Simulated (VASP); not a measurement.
# Sr (P6_3/mmc) in VASP: a series of runs

The runs below take Sr through single point, with PBEsol.

Everything below comes from runs of VASP 6.6.1. Logs are shortened: lines on timing, memory, paths and dates and some standing lists are left out, and cuts for length are marked.

## (1) The cell of the first run

The structure is hexagonal, space group P6_3/mmc (No. 194). Conventional cell: a = 4.439 Å, b = 4.439 Å, c = 6.944 Å, α = 90.00°, β = 90.00°, γ = 120.00°. Sr (site symmetry -6m2) has 12 Sr at 4.32 to 4.44 Å within 5.7 Å.

## (2) Single point, PBEsol (strain +0.030 along x and y, -0.015 along z)

The input, INCAR:

```
PREC = Accurate ; ENCUT = 520
EDIFF = 1E-6 ; ISMEAR = 0
SIGMA = 0.15 ; LREAL = False
LASPH = True ; NELM = 80
ALGO = Fast ; ISIF = 2
LWAVE = False ; LCHARG = True
GGA = PS ; LELF = True
LVHAR = True ; NBANDS = 17
```

The input, KPOINTS:

```
regular mesh
0
Gamma
  15 15 8
```

The input, POSCAR:

```
Sr
1.0
    4.4393002273      0.0000000000      0.0000000000
   -2.2196501137      3.8445467718      0.0000000000
    0.0000000000      0.0000000000      6.9442500000
Sr
2
Direct
    0.3333333333      0.6666666667      0.2500000000
    0.6666666667      0.3333333333      0.7500000000
```

Potentials or basis: VASP PAW PBE potentials, release 64 (Sr_sv).

Run with:

```
$ cat potpaw_PBE.64/Sr_sv/POTCAR > POTCAR
$ mpirun -np 1 vasp_std > vasp.out
```

OUTCAR:

```text
PREC = Accurate
   ENCUT = 520
   EDIFF = 1E-6
   ISMEAR = 0
   LREAL = False
   LASPH = True
   NELM = 80
   ISIF = 2
   GGA = PS

 ion  position               nearest neighbor table
   1  0.333  0.667  0.250-   2 4.32   2 4.32   2 4.32   2 4.32   2 4.32   2 4.32
   2  0.667  0.333  0.750-   1 4.32   1 4.32   1 4.32   1 4.32   1 4.32   1 4.32

  LATTYP: Found a hexagonal cell.
 ALAT       =     4.4393002273
 C/A-ratio  =     1.5642668088

  Lattice vectors:

 A1 = (   4.4393002273,   0.0000000000,   0.0000000000)
 A2 = (  -2.2196501137,   3.8445467718,   0.0000000000)
 A3 = (   0.0000000000,   0.0000000000,   6.9442500000)

Analysis of symmetry for initial positions (statically):
=====================================================================
 Subroutine PRICEL returns:
 Original cell was already a primitive cell.

 Routine SETGRP: Setting up the symmetry group for a
 hexagonal supercell.

 Subroutine GETGRP returns: Found 24 space group operations
 (whereof 12 operations were pure point group operations)
 out of a pool of 24 trial point group operations.

The static configuration has the point symmetry D_3d.
 The point group associated with its full space group is D_6h.

Analysis of symmetry for dynamics (positions and initial velocities):
=====================================================================
 Subroutine PRICEL returns:
 Original cell was already a primitive cell.

 Routine SETGRP: Setting up the symmetry group for a
 hexagonal supercell.

 Subroutine GETGRP returns: Found 24 space group operations
 (whereof 12 operations were pure point group operations)
 out of a pool of 24 trial point group operations.

The dynamic configuration has the point symmetry D_3d.
 The point group associated with its full space group is D_6h.

 Subroutine INISYM returns: Found 24 space group operations
 (whereof 12 operations are pure point group operations),
 and found     1 'primitive' translations

----------------------------------------------------------------------------------------

                                     Primitive cell

  volume of cell :     118.5182

  direct lattice vectors                    reciprocal lattice vectors
     4.439300227  0.000000000  0.000000000     0.225260728  0.130054342  0.000000000
[... 77 lines left out ...]
   PREC   = accura    normal or accurate (medium, high low for compatibility)
   ISTART =      0    job   : 0-new  1-cont  2-samecut
   ICHARG =      2    charge: 1-file 2-atom 10-const
   ISPIN  =      1    spin polarized calculation?
   LNONCOLLINEAR =      F non collinear calculations
   LSORBIT =      F    spin-orbit coupling
   LASPH  =      T    aspherical Exc in radial PAW
   ENCUT  =  520.0 eV  38.22 Ry    6.18 a.u.   8.25  8.25 12.91*2*pi/ulx,y,z
   NELM   =     80;   NELMIN=  2; NELMDL= -5     # of ELM steps
   EDIFF  = 0.1E-05   stopping-criterion for ELM
   LREAL  =      F    real-space projection
   EDIFFG = 0.1E-04   stopping-criterion for IOM
   NSW    =      0    number of steps for IOM
   IBRION =     -1    ionic relax: 0-MD 1-quasi-New 2-CG
   NFREE  =      0    steps in history (QN), initial steepest desc. (CG)
   ISIF   =      2    stress and relaxation
   ISYM   =      2    0-nonsym 1-usesym 2-fastsym
   POTIM  = 0.5000    time-step for ionic-motion
   TEBEG  =    0.0;   TEEND  =   0.0 temperature during run
   PSTRESS=    0.0 pullay stress
   NELECT =      20.0000    total number of electrons
   NUPDOWN=      -1.0000    fix difference up-down
   EMIN   =  10.00;   EMAX   =-10.00  energy-range for DOS
   EFERMI =   0.00;   METHOD = LEGACY
   ISMEAR =     0;   SIGMA  =   0.15  broadening in eV -4-tet -1-fermi 0-gaus
   EFERMI_NEDOS =   21; number of points for ismear=-14 and -15
   IALGO  =     68    algorithm
   IMIX   =      4    mixing-type and parameters
     AMIX     =   0.40;   BMIX     =  1.00
     AMIX_MAG =   1.60;   BMIX_MAG =  1.00
  volume/ion in A,a.u.               =      59.26       399.90
  Fermi-wavevector in a.u.,A,eV,Ry     =   0.904669  1.709577 11.135368  0.818426
  Thomas-Fermi vector in A             =   2.028144
   LORBIT       =      0    0 simple, 1 ext, 2 COOP (PROOUT), +10 PAW based schemes
   GGA     = PS    functional components
   LHFCALC =     F    Hartree Fock is set to
   AEXX    =    0.0000 exact exchange contribution
   IVDW    =     0    specifies the selected vdW correction
   LEPSILON=     F    determine dielectric tensor
   LRPA    =     F    only Hartree local field effects (RPA)
 non-spin polarized calculation
 RMM-DIIS sequential band-by-band and
 Gauss-broadening in eV      SIGMA  =   0.15
  energy-cutoff  :      520.00
  volume of cell :      118.52
 maximum number of plane-waves:      3210
 NGX is ok and might be reduce to    36
   NGX = 17   NGY = 17   NGZ = 25

 number of electron      20.0000000 magnetization

 Free energy of the ion-electron system (eV)
  ---------------------------------------------------
  ext. energy  EPLUGINS =         0.00000000
  ---------------------------------------------------
  free energy    TOTEN  =        -3.61852465 eV

  energy without entropy =       -3.59021649  energy(sigma->0) =       -3.60437057

 E-fermi :   1.2817     XC(G=0):  -7.2036

 val. band max:        1.2639618159   @ k =   0.3333   0.3333   0.3750
 cond. band min:       1.2870371453   @ k =   0.3333   0.2667   0.0000
 fundamental gap:      0.0230753294
 Fermi energy:         1.2816646114

 k-point     1 :       0.0000    0.0000    0.0000
  band No.  band energies     occupation
      1     -35.4317      2.00000
      2     -35.4198      2.00000
      3     -17.5068      2.00000
      4     -17.3719      2.00000
      5     -17.3719      2.00000
      6     -17.3450      2.00000
[... 457 lines left out ...]
      4     -17.4339      2.00000
      5     -17.4260      2.00000
      6     -17.4202      2.00000
[... 9 lines left out ...]
     16       4.5653      0.00000
     17       5.4513      0.00000

 [... further k-points ...]
[... 5 lines left out ...]
  --------------------------------------------------------------------------------------
  -------------------------------------------------------------------------------------
  Total       -1.0792406     -1.0792406     -0.5238035      0.0000000      0.0000000      0.0000000
  in kB      -14.5896158    -14.5896158     -7.0809897      0.0000000      0.0000000      0.0000000
  external PRESSURE =     -12.0867404 kB  Pullay stress =       0.0000000 kB

 VOLUME and BASIS-vectors are now :
 -----------------------------------------------------------------------------
  energy-cutoff  :      520.00
  volume of cell :      118.52
      direct lattice vectors                 reciprocal lattice vectors
     4.439300227  0.000000000  0.000000000     0.225260728  0.130054342  0.000000000
    -2.219650114  3.844546772  0.000000000     0.000000000  0.260108684  0.000000000
     0.000000000  0.000000000  6.944250000     0.000000000  0.000000000  0.144004032

 POSITION                                       TOTAL-FORCE (eV/Angst)
 -----------------------------------------------------------------------------------
     -0.00000      2.56303      1.73606        -0.000000      0.000000      0.000000
      2.21965      1.28152      5.20819         0.000000     -0.000000      0.000000
 -----------------------------------------------------------------------------------
    total drift:                               -0.000000      0.000000     -0.000000

  FREE ENERGIE OF THE ION-ELECTRON SYSTEM (eV)
  ---------------------------------------------------
  free  energy   TOTEN  =        -3.6185246489 eV

  energy  without entropy=       -3.5902164856  energy(sigma->0) =       -3.60437057
```

Run time: 5.2 min. Hardware: 1 thread of Oxide Virtual Turin-like, shared host; peak memory 0.36 GiB.

What came out:

* Free energy: -3.6185 eV
* Pressure: -1.2 GPa
* Band gap on the k mesh: zero (band 10 reaches 1.45 eV, above the bottom of band 11 at 1.10 eV)

Stress tensor (GPa, compression positive):
```
-1.46  0.00  0.00
 0.00 -1.46  0.00
 0.00  0.00 -0.71
```

Caveat: the cell differs from its parent crystal (strain +0.030 along x and y, -0.015 along z); the PAW data sets were made with another functional, which shifts forces and pressure a little.

## (3) Single point, PBEsol (strain +0.030 along x and y, +0.000 along z)

The input, INCAR:

```
PREC = Accurate
ENCUT = 520
EDIFF = 1E-6
ISMEAR = 0
SIGMA = 0.15
LREAL = F
LASPH = T
NELM = 100
ALGO = Fast
ISIF = 2
LWAVE = F
LCHARG = F
GGA = PS
NBANDS = 17
```

KPOINTS is that of step 2.

Edit POSCAR of step 2 so:

```diff
@@ -4,3 +4,3 @@
    -2.2196501137      3.8445467718      0.0000000000
-    0.0000000000      0.0000000000      6.9442500000
+    0.0000000000      0.0000000000      7.0500000000
 Sr
```

Potentials or basis: VASP PAW PBE potentials, release 64 (Sr_sv).

Run with:

```
$ cat potpaw_PBE.64/Sr_sv/POTCAR > POTCAR
$ mpirun -np 1 vasp_std > vasp.out
```

Wall time 4.9 min (1 thread of Oxide Virtual Turin-like, shared host); peak memory 0.37 GiB.

The run converged. Its results:

* Free energy: -3.6089 eV
* Pressure: -1.3 GPa
* Band gap on the k mesh: zero (band 10 reaches 1.41 eV, above the bottom of band 11 at 1.07 eV)

Stress tensor (GPa, compression positive):
```
-1.50  0.00  0.00
 0.00 -1.50  0.00
 0.00  0.00 -1.01
```

Levels at points of the mesh, in eV from the Fermi level:
```csv
k point,band 6,band 7,band 8,band 9,band 10,band 11,band 12,band 13,band 14,band 15
"(0.00, 0.00, 0.00)",-18.66,-18.66,-18.65,-3.55,-1.04,0.05,2.14,2.14,2.31,2.54
"(0.00, 0.00, 0.50)",-18.67,-18.67,-18.67,-2.63,-2.63,1.30,1.30,2.12,2.12,2.12
```

Caveat: the cell differs from its parent crystal (strain +0.030 along x and y, +0.000 along z); the PAW data sets were made with another functional, which shifts forces and pressure a little.

(Continued in part 2 of 2.)
